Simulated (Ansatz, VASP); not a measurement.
# HPt4: VASP beside Ansatz

Contents of INCAR:

```
SYSTEM = HPt4
ALGO = Normal
DIPOL = 0.5 0.5 0.326
EDIFF = 1E-6
ENCUT = 520
GGA = PE
IDIPOL = 3
ISIF = 2
ISMEAR = 0
ISPIN = 2
LASPH = .True.
LCHARG = .False.
LDIPOL = .True.
LMAXMIX = 4
LORBIT = 11
LREAL = .False.
LWAVE = .False.
MAGMOM = 0 0 0 0 1
NBANDS = 32
NELM = 150
PREC = Accurate
SIGMA = 0.1
```

KPOINTS

```
k-points
0
Gamma
  9 7 1
  0 0 0
```

The input POSCAR:

```
HPt4
1.0
    2.8071640675      0.0000000000      0.0000000000
    0.0000000000      3.9699294961      0.0000000000
    0.0000000000      0.0000000000     21.1553936849
Pt H
4 1
Direct
    0.5000000000      0.5000000000      0.1890770770
    0.0000000000      0.0000000000      0.2554233740
    0.5000000000      0.5000000000      0.3268881911
    0.0000000000      0.0000000000      0.3854994999
    0.0000000000      0.0000000000      0.4720022626
```

Input for Ansatz:

```yaml
crystal:
  lattice:
    - [2.8071640675, 0.0, 0.0]
    - [0.0, 3.9699294961, 0.0]
    - [0.0, 0.0, 21.1553936849]
  atoms:
    - { symbol: Pt, position: [0.5, 0.5, 0.189077077] }
    - { symbol: Pt, position: [0.0, 0.0, 0.255423374] }
    - { symbol: Pt, position: [0.5, 0.5, 0.3268881911] }
    - { symbol: Pt, position: [0.0, 0.0, 0.3854994999] }
    - { symbol: H, position: [0.0, 0.0, 0.4720022626], spin: 1.0 }
basis:
  ecutwfc: 420
kpoints:
  mp_grid: { grid: [9, 7, 1] }
hamiltonian:
  xc: pbe
  pseudopotentials: { kind: paw, azcp: { folder: soft_1 } }
scf:
  occupations: { method: gaussian, width: 0.1 }
output:
  forces: true
  eigenvalues: true
  populations: true
magnetization:
  spin_polarized: true
efield:
  axis: 3
  dipole_correction: true
  ramp_width: 0.04
```

Alike in both runs: task single point; functional PBE; k mesh 9 × 7 × 1; occupations gaussian, width 0.1 eV; collinear spin.

|  | VASP | Ansatz |
| --- | --- | --- |
| version | VASP 6.6.1 | Ansatz 0.2.0 |
| potentials or method | VASP PAW PBE potentials, release 64 (Pt, H), cutoff 520 eV | scalar-relativistic, plane waves, PAW |
| valence electrons in the cell | 41 | 73 |

```tsv
	VASP	Ansatz	Ansatz less VASP
gap on the k mesh at the Fermi level (eV)	none	none	-
rms of the force components (eV/Å)	0.974	0.980	+0.0054
net moment per atom (μB)	0.00	0.00	0.000
```

Atom by atom the forces differ by 0.010 eV/Å (rms over components). A gap of «none» marks a metal or a gap that the smearing closes. The functional is the same, so the differences come from potentials, cutoffs and numerics. VASP's potentials hold 41 valence electrons a cell and Ansatz's 73, so a difference there can come from the potentials and not from the codes. Ansatz's warnings: seeded moment not kept.

Spin-orbit coupling is off throughout.
